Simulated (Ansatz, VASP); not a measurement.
HfC: VASP beside Ansatz

```xyz
2
Lattice="0.0000 2.1589 2.1589 2.1589 0.0000 2.1589 2.1589 2.1589 0.0000" Properties=species:S:1:pos:R:3 pbc="T T T"
Hf    0.0000    0.0000    0.0000
C     2.1589    2.1589    2.1589
```

Change from the starting cell: volume scaled by 0.8, LAPW.

Alike in both runs: task single point; functional PBE; k mesh 15 × 15 × 15; occupations fermi-dirac, width 0.08 eV; no spin polarisation.

|  | VASP | Ansatz |
| --- | --- | --- |
| version | VASP 6.6.1 | Ansatz 0.2.0 |
| potentials or method | VASP PAW PBE potentials, release 64 (Hf_pv, C), cutoff 520 eV | all-electron LAPW, scalar-relativistic |

Ansatz gave:

- pressure (GPa): 80.8

What did VASP give for the same quantities?

Pressure (GPa): 82.0.

Both programs put the cell under a high pressure, so it lies far from rest at this level. Ansatz ran all-electron here, and VASP with PAW potentials.

Neither program's run includes spin-orbit coupling. Noted on VASP's run: the cell as given lies far from equilibrium.
